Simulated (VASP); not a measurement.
# TaW5 (P4/mmm) in VASP: a series of runs

TaW5 is run at these levels: PBE; tasks: single point.

Program: VASP 6.6.1. These are calculated values, not measurements. Logs are shortened: lines on timing, memory, paths and dates and some standing lists are left out, and cuts for length are marked.

### Step 1. The cell of the first run

It takes space group P4/mmm (No. 123, tetragonal). The conventional cell has a = 3.198 Å, b = 3.198 Å, c = 9.633 Å, α = 90.00°, β = 90.00°, γ = 90.00°. Ta (site symmetry 4/mmm) has 10 W at 2.80 to 3.22 Å and 4 Ta at 3.20 Å within 3.7 Å. W (site symmetry 4/mmm) has 14 W at 2.77 to 3.20 Å within 3.6 Å. W (site symmetry 4mm) has 13 W at 2.75 to 3.20 Å and 1 Ta at 3.22 Å within 3.6 Å. W (site symmetry 4mm) has 10 W at 2.75 to 3.30 Å and 4 Ta at 2.80 Å within 3.6 Å.

### Step 2. Single point, PBE

File INCAR:

```
ALGO = Fast ; EDIFF = 1E-7
ENCUT = 520 ; GGA = PE
ISIF = 2 ; ISMEAR = 0
LASPH = T ; LCHARG = T
LELF = T ; LREAL = F
LVHAR = T ; LWAVE = F
NBANDS = 50 ; NELM = 80
PREC = Accurate ; SIGMA = 0.1
```

File KPOINTS:

```
k-points
0
Gamma
  6 6 2
```

File POSCAR:

```
TaW5
1.0
    3.1984602000      0.0000000000      0.0000000000
    0.0000000000      3.1984602000      0.0000000000
    0.0000000000      0.0000000000      9.6333366000
Ta W
1 5
Direct
    0.5000000000      0.5000000000      0.5000000000
    0.0000000000      0.0000000000      0.0000000000
    0.5000000000      0.5000000000      0.1652670000
    0.0000000000      0.0000000000      0.3285640000
    0.0000000000      0.0000000000      0.6714360000
    0.5000000000      0.5000000000      0.8347330000
```

Potentials or basis: VASP PAW PBE potentials, release 64 (Ta_pv, W_sv).

The run is started by

```
$ cat potpaw_PBE.64/Ta_pv/POTCAR potpaw_PBE.64/W_sv/POTCAR > POTCAR
$ mpirun -np 1 vasp_std > vasp.out
```

OUTCAR:

```text
EDIFF = 1E-7
   ENCUT = 520
   GGA = PE
   ISIF = 2
   ISMEAR = 0
   LASPH = T
   LREAL = F
   NELM = 80
   PREC = Accurate

 ion  position               nearest neighbor table
   1  0.500  0.500  0.500-   4 2.80   5 2.80   4 2.80   5 2.80   4 2.80   5 2.80   4 2.80   5 2.80
                             3 3.22   6 3.22
   2  0.000  0.000  0.000-   3 2.77   6 2.77   3 2.77   6 2.77   3 2.77   6 2.77   3 2.77   6 2.77
                             5 3.17   4 3.17
   3  0.500  0.500  0.165-   4 2.75   4 2.75   4 2.75   4 2.75   2 2.77   2 2.77   2 2.77   2 2.77
                             6 3.18   1 3.22
   4  0.000  0.000  0.329-   3 2.75   3 2.75   3 2.75   3 2.75   1 2.80   1 2.80   1 2.80   1 2.80
                             2 3.17   5 3.30
   5  0.000  0.000  0.671-   6 2.75   6 2.75   6 2.75   6 2.75   1 2.80   1 2.80   1 2.80   1 2.80
                             2 3.17   4 3.30
   6  0.500  0.500  0.835-   5 2.75   5 2.75   5 2.75   5 2.75   2 2.77   2 2.77   2 2.77   2 2.77
                             3 3.18   1 3.22

  LATTYP: Found a simple tetragonal cell.
 ALAT       =     3.1984602000
 C/A-ratio  =     3.0118669602

  Lattice vectors:

 A1 = (   3.1984602000,   0.0000000000,   0.0000000000)
 A2 = (   0.0000000000,   3.1984602000,   0.0000000000)
 A3 = (   0.0000000000,   0.0000000000,   9.6333366000)

Analysis of symmetry for initial positions (statically):
=====================================================================
 Subroutine PRICEL returns:
 Original cell was already a primitive cell.

 Routine SETGRP: Setting up the symmetry group for a
 simple tetragonal supercell.

 Subroutine GETGRP returns: Found 16 space group operations
 (whereof 16 operations were pure point group operations)
 out of a pool of 16 trial point group operations.

The static configuration has the point symmetry D_4h.

Analysis of symmetry for dynamics (positions and initial velocities):
=====================================================================
 Subroutine PRICEL returns:
 Original cell was already a primitive cell.

 Routine SETGRP: Setting up the symmetry group for a
 simple tetragonal supercell.

 Subroutine GETGRP returns: Found 16 space group operations
 (whereof 16 operations were pure point group operations)
 out of a pool of 16 trial point group operations.

The dynamic configuration has the point symmetry D_4h.

 Subroutine INISYM returns: Found 16 space group operations
[... 101 lines left out ...]
   LREAL  =      F    real-space projection
   EDIFFG = 0.1E-05   stopping-criterion for IOM
   NSW    =      0    number of steps for IOM
   IBRION =     -1    ionic relax: 0-MD 1-quasi-New 2-CG
   NFREE  =      0    steps in history (QN), initial steepest desc. (CG)
   ISIF   =      2    stress and relaxation
   ISYM   =      2    0-nonsym 1-usesym 2-fastsym
   POTIM  = 0.5000    time-step for ionic-motion
   TEBEG  =    0.0;   TEEND  =   0.0 temperature during run
   PSTRESS=    0.0 pullay stress
   NELECT =      81.0000    total number of electrons
   NUPDOWN=      -1.0000    fix difference up-down
   EMIN   =  10.00;   EMAX   =-10.00  energy-range for DOS
   EFERMI =   0.00;   METHOD = LEGACY
   ISMEAR =     0;   SIGMA  =   0.10  broadening in eV -4-tet -1-fermi 0-gaus
   EFERMI_NEDOS =   21; number of points for ismear=-14 and -15
   IALGO  =     68    algorithm
   IMIX   =      4    mixing-type and parameters
     AMIX     =   0.40;   BMIX     =  1.00
     AMIX_MAG =   1.60;   BMIX_MAG =  1.00
  volume/ion in A,a.u.               =      16.43       110.84
  Fermi-wavevector in a.u.,A,eV,Ry     =   1.533499  2.897894 31.995740  2.351621
  Thomas-Fermi vector in A             =   2.640558
   LORBIT       =      0    0 simple, 1 ext, 2 COOP (PROOUT), +10 PAW based schemes
   GGA     = PE    functional components
   LHFCALC =     F    Hartree Fock is set to
   AEXX    =    0.0000 exact exchange contribution
   IVDW    =     0    specifies the selected vdW correction
   LEPSILON=     F    determine dielectric tensor
   LRPA    =     F    only Hartree local field effects (RPA)
 non-spin polarized calculation
 RMM-DIIS sequential band-by-band and
 Gauss-broadening in eV      SIGMA  =   0.10
  energy-cutoff  :      520.00
  volume of cell :       98.55
 maximum number of plane-waves:      2686
 NGX is ok and might be reduce to    24

 number of electron      80.9999981 magnetization

 Free energy of the ion-electron system (eV)
  ---------------------------------------------------
  ext. energy  EPLUGINS =         0.00000000
  ---------------------------------------------------
  free energy    TOTEN  =       -76.97536820 eV

  energy without entropy =      -76.96052822  energy(sigma->0) =      -76.96794821

 E-fermi :   9.9852     XC(G=0): -13.3805

 val. band max:        9.9448582774   @ k =   0.1667   0.0000   0.0000
 cond. band min:      10.0084647764   @ k =   0.5000   0.5000   0.5000
 fundamental gap:      0.0636064990
 Fermi energy:         9.9852452663

 k-point     1 :       0.0000    0.0000    0.0000
  band No.  band energies     occupation
      1     -63.9973      2.00000
      2     -63.9149      2.00000
      3     -63.8511      2.00000
      4     -63.6112      2.00000
      5     -63.6093      2.00000
      6     -28.4199      2.00000
[... 1049 lines left out ...]
     49      13.4799      0.00000
     50      13.5310      0.00000

------------------------ aborting loop because EDIFF is reached ----------------------------------------

  FORCE on cell =-STRESS in cart. coord.  units (eV):
  Direction    XX          YY          ZZ          XY          YZ          ZX
  --------------------------------------------------------------------------------------
  -------------------------------------------------------------------------------------
  Total       -0.2430554     -0.2430554      0.1313328      0.0000000     -0.0000000      0.0000000
  in kB       -3.9514560     -3.9514560      2.1351341      0.0000000     -0.0000000      0.0000000
  external PRESSURE =      -1.9225927 kB  Pullay stress =       0.0000000 kB

 VOLUME and BASIS-vectors are now :
 -----------------------------------------------------------------------------
  energy-cutoff  :      520.00
  volume of cell :       98.55
      direct lattice vectors                 reciprocal lattice vectors
     3.198460200  0.000000000  0.000000000     0.312650443  0.000000000  0.000000000
     0.000000000  3.198460200  0.000000000     0.000000000  0.312650443  0.000000000
     0.000000000  0.000000000  9.633336600     0.000000000  0.000000000  0.103806193

 POSITION                                       TOTAL-FORCE (eV/Angst)
 -----------------------------------------------------------------------------------
      1.59923      1.59923      4.81667         0.000000     -0.000000      0.000000
      0.00000      0.00000      0.00000         0.000000     -0.000000      0.000000
      1.59923      1.59923      1.59207        -0.000000      0.000000      0.015206
      0.00000      0.00000      3.16517        -0.000000     -0.000000     -0.015789
      0.00000      0.00000      6.46817         0.000000     -0.000000      0.015789
      1.59923      1.59923      8.04126         0.000000      0.000000     -0.015206
 -----------------------------------------------------------------------------------
    total drift:                                0.000000     -0.000000      0.000000

  FREE ENERGIE OF THE ION-ELECTRON SYSTEM (eV)
  ---------------------------------------------------
  free  energy   TOTEN  =       -76.9753681976 eV

  energy  without entropy=      -76.9605282168  energy(sigma->0) =      -76.96794821
```

OSZICAR:

```text
N       E                     dE             d eps       ncg     rms          rms(c)
DAV:   1     0.106841629780E+04    0.10684E+04   -0.44938E+04  2000   0.187E+03
DAV:   2    -0.122146036690E+02   -0.10806E+04   -0.10501E+04  2044   0.604E+02
DAV:   3    -0.782889249852E+02   -0.66074E+02   -0.61580E+02  2376   0.137E+02
DAV:   4    -0.806239326582E+02   -0.23350E+01   -0.22570E+01  2386   0.225E+01
DAV:   5    -0.806873808986E+02   -0.63448E-01   -0.63206E-01  2400   0.355E+00    0.471E+01
RMM:   6    -0.778165118233E+02    0.28709E+01   -0.47766E+00  2263   0.111E+01    0.193E+01
RMM:   7    -0.773235862587E+02    0.49293E+00   -0.35437E+00  2313   0.874E+00    0.303E+00
RMM:   8    -0.769716622753E+02    0.35192E+00   -0.72947E-01  2562   0.326E+00    0.156E+00
RMM:   9    -0.769752073848E+02   -0.35451E-02   -0.18407E-01  2761   0.141E+00    0.690E-01
RMM:  10    -0.769750187540E+02    0.18863E-03   -0.27890E-02  2740   0.680E-01    0.230E-01
RMM:  11    -0.769752753980E+02   -0.25664E-03   -0.61846E-03  2763   0.322E-01    0.844E-02
RMM:  12    -0.769753681561E+02   -0.92758E-04   -0.11465E-03  2874   0.159E-01    0.372E-02
RMM:  13    -0.769753745698E+02   -0.64137E-05   -0.19164E-04  2901   0.733E-02    0.215E-02
RMM:  14    -0.769753691823E+02    0.53875E-05   -0.46507E-05  2802   0.362E-02    0.132E-02
RMM:  15    -0.769753669975E+02    0.21848E-05   -0.11496E-05  2658   0.199E-02    0.321E-03
RMM:  16    -0.769753681941E+02   -0.11966E-05   -0.33854E-06  2771   0.942E-03    0.133E-03
RMM:  17    -0.769753682943E+02   -0.10016E-06   -0.59502E-07  2100   0.435E-03    0.126E-03
RMM:  18    -0.769753681976E+02    0.96725E-07   -0.14649E-07  1599   0.220E-03
   1 F= -.76975368E+02 E0= -.76967948E+02  d E =-.148400E-01
```

Wall time 94 s (1 thread of Intel Xeon Platinum 8488C (Sapphire Rapids), shared host); peak memory 0.23 GiB.

What came out:

| Item | Value |
| --- | --- |
| Free energy | -76.9754 eV |
| Pressure | -0.2 GPa |
| Largest force | 0.016 eV/Å |
| Band gap on the k mesh | zero (an odd number of electrons rules out a gap without spin polarisation) |

Forces on the atoms (eV/Å):
```
Ta   0.000  0.000  0.000
W    0.000  0.000  0.000
W    0.000  0.000  0.015
W    0.000  0.000 -0.016
W    0.000  0.000  0.016
W    0.000  0.000 -0.015
```

Stress tensor (GPa, compression positive):
```
-0.40  0.00  0.00
 0.00 -0.40  0.00
 0.00  0.00  0.21
```

Levels at points of the mesh, in eV from the Fermi level:
| k point | band 39 | band 40 | band 41 | band 42 | band 43 | band 44 |
| --- | --- | --- | --- | --- | --- | --- |
| (0.00, 0.00, 0.00) | -0.40 | -0.30 | -0.15 | 0.22 | 0.83 | 1.26 |
| (0.50, 0.00, 0.00) | -0.43 | -0.17 | -0.15 | 0.09 | 0.18 | 1.64 |
| (0.50, 0.50, 0.00) | -1.29 | 1.02 | 1.02 | 2.42 | 2.43 | 3.10 |
| (0.00, 0.00, 0.50) | -0.18 | -0.13 | -0.13 | 0.23 | 0.23 | 1.59 |
| (0.50, 0.00, 0.50) | -0.88 | 0.70 | 0.72 | 0.80 | 0.97 | 0.99 |
| (0.50, 0.50, 0.50) | 0.02 | 0.23 | 0.23 | 2.47 | 2.49 | 2.98 |

Caveat: spin-orbit coupling is left out, which moves the levels of the heavy elements.

### Step 3. Single point, PBE

File INCAR:

```
  ALGO = Fast
  EDIFF = 1E-7
  ENCUT = 520
  GGA = PE
  ISIF = 2
  ISMEAR = 0
  LASPH = T
  LCHARG = T
  LELF = T
  LREAL = F
  LVHAR = T
  LWAVE = F
  NBANDS = 50
  NELM = 100
  PREC = Accurate
  SIGMA = 0.1
```

File KPOINTS:

```
k-points
0
Gamma
  12 12 4
```

POSCAR is that of step 2.

Potentials or basis: VASP PAW PBE potentials, release 64 (Ta_pv, W_sv).

The run is started by

```
$ cat potpaw_PBE.64/Ta_pv/POTCAR potpaw_PBE.64/W_sv/POTCAR > POTCAR
$ mpirun -np 1 vasp_std > vasp.out
```

Run time: 6 min. Hardware: 1 thread of Intel Xeon Platinum 8488C (Sapphire Rapids), shared host; peak memory 0.42 GiB.

The run converged. Its results:

* Free energy: -76.9704 eV
* Pressure: 0.4 GPa
* Largest force: 0.014 eV/Å
* Band gap on the k mesh: zero (an odd number of electrons rules out a gap without spin polarisation)

Forces on the atoms (eV/Å):
```
Ta   0.000  0.000  0.000
W    0.000  0.000  0.000
W    0.000  0.000 -0.003
W    0.000  0.000  0.014
W    0.000  0.000 -0.014
W    0.000  0.000  0.003
```

Levels at points of the mesh, in eV from the Fermi level:
| k point | band 39 | band 40 | band 41 | band 42 | band 43 | band 44 |
| --- | --- | --- | --- | --- | --- | --- |
| (0.00, 0.00, 0.00) | -0.48 | -0.38 | -0.22 | 0.14 | 0.75 | 1.19 |
| (0.50, 0.00, 0.00) | -0.51 | -0.26 | -0.23 | 0.02 | 0.12 | 1.56 |
| (0.50, 0.50, 0.00) | -1.36 | 0.95 | 0.95 | 2.33 | 2.35 | 3.02 |
| (0.00, 0.00, 0.50) | -0.25 | -0.21 | -0.21 | 0.16 | 0.16 | 1.50 |
| (0.50, 0.00, 0.50) | -0.94 | 0.62 | 0.64 | 0.72 | 0.90 | 0.92 |
| (0.50, 0.50, 0.50) | -0.06 | 0.16 | 0.16 | 2.38 | 2.41 | 2.91 |

Caveat: spin-orbit coupling is left out, which moves the levels of the heavy elements.

### Step 4. Single point, PBE

This run uses another cell than the first one: it holds 12 atoms, not 6.

File INCAR:

```
PREC = Accurate ; ENCUT = 520
EDIFF = 1E-6 ; ISMEAR = 0
SIGMA = 0.2 ; LREAL = F
LASPH = T ; NELM = 100
ALGO = Fast ; ISIF = 2
LWAVE = F ; LCHARG = T
GGA = PE ; LELF = T
LVHAR = T ; NBANDS = 93
```

File KPOINTS:

```
regular mesh
0
Gamma
  6 4 2
```

File POSCAR:

```
TaW5
1.0
    3.1984602000      0.0000000000      0.0000000000
    0.0000000000      6.3969204000      0.0000000000
    0.0000000000      0.0000000000      9.6333366000
Ta W
2 10
Direct
    0.5000000000      0.2500000000      0.5000000000
    0.5000000000      0.7500000000      0.5000000000
    0.0000000000      0.0000000000      0.0000000000
    0.0000000000      0.5000000000      0.0000000000
    0.5000000000      0.2500000000      0.1652670000
    0.5000000000      0.7500000000      0.1652670000
    0.0000000000      0.0000000000      0.3285640000
    0.0000000000      0.5000000000      0.3285640000
    0.0000000000      0.0000000000      0.6714360000
    0.0000000000      0.5000000000      0.6714360000
    0.5000000000      0.2500000000      0.8347330000
    0.5000000000      0.7500000000      0.8347330000
```

The run is started by

```
$ cat potpaw_PBE.64/Ta_pv/POTCAR potpaw_PBE.64/W_sv/POTCAR > POTCAR
$ mpirun -np 1 vasp_std > vasp.out
```

Wall time 7.7 min (1 thread of Intel Xeon Platinum 8488C (Sapphire Rapids), shared host); peak memory 0.47 GiB.

Results (log left out):

* Free energy: -154.0480 eV
* Pressure: 0.3 GPa
* Band gap on the k mesh: zero (bands 81 and 82 overlap by 2.26 eV)

Forces in eV/Å, atoms in the order of the input:
```
Ta   0.000  0.000  0.000
Ta   0.000  0.000  0.000
W    0.000  0.000  0.000
W    0.000  0.000  0.000
W    0.000  0.000  0.002
W    0.000  0.000  0.002
W    0.000  0.000 -0.002
W    0.000  0.000 -0.002
W    0.000  0.000  0.002
W    0.000  0.000  0.002
W    0.000  0.000 -0.002
W    0.000  0.000 -0.002
```

Stress tensor (GPa, compression positive):
```
 0.45  0.00  0.00
 0.00  0.60  0.00
 0.00  0.00 -0.01
```

Levels at points of the mesh, in eV from the Fermi level:
```
           k point  band 77  band 78  band 79  band 80  band 81  band 82  band 83  band 84  band 85  band 86
(0.00, 0.00, 0.00)    -0.50    -0.49    -0.39    -0.27    -0.24    -0.24     0.00     0.10     0.13     0.74
(0.50, 0.00, 0.00)    -0.66    -0.52    -0.27    -0.24     0.00     0.10     0.93     0.94     1.55     1.72
(0.00, 0.50, 0.00)    -0.83    -0.83    -0.65    -0.65    -0.07    -0.07     0.38     0.38     0.49     0.49
(0.50, 0.50, 0.00)    -1.54    -1.54    -1.46    -1.46    -1.40    -1.40     1.34     1.34     1.39     1.39
(0.00, 0.00, 0.50)    -0.82    -0.27    -0.23    -0.23     0.14     0.15     0.61     0.62     0.71     0.89
(0.50, 0.00, 0.50)    -0.07    -0.06     0.14     0.15     0.61     0.63     0.70     0.89     0.91     0.94
(0.00, 0.50, 0.50)    -1.21    -1.21     0.58     0.58     0.73     0.73     0.89     0.89     0.97     0.98
(0.50, 0.50, 0.50)    -1.52    -1.52    -0.73    -0.73    -0.72    -0.72     1.49     1.49     1.52     1.52
```

Caveat: spin-orbit coupling is left out, which moves the levels of the heavy elements.

### Step 5. Overview

```tsv
cell	k mesh	smearing	further INCAR settings	gap on the mesh (eV)	pressure (GPa)	largest force (eV/Å)
a = 3.198, b = 3.198, c = 9.633 Å, 6 atoms, atomic positions A	6 × 6 × 2	gaussian 0.1 eV	ALGO = Fast; EDIFF = 1e-07; NBANDS = 50	none	-0.2	0.02
a = 3.198, b = 3.198, c = 9.633 Å, 6 atoms, atomic positions A	12 × 12 × 4	gaussian 0.1 eV	ALGO = Fast; EDIFF = 1e-07; NBANDS = 50	none	0.4	0.01
a = 3.198, b = 6.397, c = 9.633 Å, 12 atoms, atomic positions B	6 × 4 × 2	gaussian 0.2 eV	ALGO = Fast; EDIFF = 1e-06; NBANDS = 93	none	0.3	-
```

Alike in all rows: task single point; level PBE; potentials or basis VASP PAW PBE potentials, release 64 (Ta_pv, W_sv); no spin polarisation; cutoff (eV) 520.

Caveats: spin-orbit coupling is left out, which moves the levels of the heavy elements.

Total energies depend on the potentials used, so only differences within one code and one set of settings carry meaning.

The gap in the log of VASP goes by the Fermi energy; the results here count the filled bands.